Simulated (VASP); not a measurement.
Write the native input for VASP 6.6.1 that does the following.

| Quantity | Value |
| --- | --- |
| Task | relaxation of cell and atoms |
| Functional | PBE |
| Potentials or basis | VASP PAW PBE potentials, release 64 (Re, Hg) |
| Cutoff | 600 eV |
| k mesh | 18 × 18 × 18 |
| Occupations | gaussian, width 0.1 eV |
| Spin | no spin polarisation |
| Dipole correction | no |
| Further INCAR settings | ALGO = Fast; EDIFF = 1e-06; IBRION = 2; EDIFFG = -0.01; NSW = 100; ISIF = 3 |

The structure of ReHg lies in POSCAR:

```
ReHg
1.0
    3.2535866180      0.0000000000      0.0000000000
    0.0000000000      3.2535866180      0.0000000000
    0.0000000000      0.0000000000      3.2535866180
Re Hg
1 1
Direct
    0.5000000000      0.5000000000      0.5000000000
    0.0000000000      0.0000000000      0.0000000000
```

The cell was generated, and may not be a known phase.

The input as run:

INCAR

```
SYSTEM = ReHg
  PREC = Accurate
  ENCUT = 600
  EDIFF = 1E-6
  ISMEAR = 0
  SIGMA = 0.1
  LREAL = .False.
  LASPH = .True.
  NELM = 80
  ALGO = Fast
  ISIF = 3
  LWAVE = .False.
  LCHARG = .False.
  GGA = PE
  IBRION = 2
  NSW = 100
  EDIFFG = -0.01
```

KPOINTS

```
regular mesh
0
Gamma
  18 18 18
  0 0 0
```

Potentials or basis: VASP PAW PBE potentials, release 64 (Re, Hg).

Run with:

```sh
$ cat potpaw_PBE.64/Re/POTCAR potpaw_PBE.64/Hg/POTCAR > POTCAR
$ mpirun -np 1 vasp_std > vasp.out
```

Results of the run:

```yaml
Relaxed_volume: 17.28 Å³/atom
Relaxed_cell: a = 3.257 Å, b = 3.257 Å, c = 3.257 Å, α = 90.00°, β = 90.00°, γ = 90.00°
Space_group_after_relaxing_to_0.1_Å: Pm-3m (No. 221)
Energy_gained_by_relaxing: 0.1 meV/atom
Ionic_steps: 3
Pressure_after_relaxing: 0.0 GPa
Band_gap_on_the_k_mesh: zero (an odd number of electrons rules out a gap without spin polarisation)
```

Caveat: spin-orbit coupling is left out, which moves the levels of the heavy elements.

Wall time 2.5 min on 1 thread of AMD EPYC 9R45 96-Core Processor (Zen 5), with other jobs on the host, peak memory 0.26 GiB.
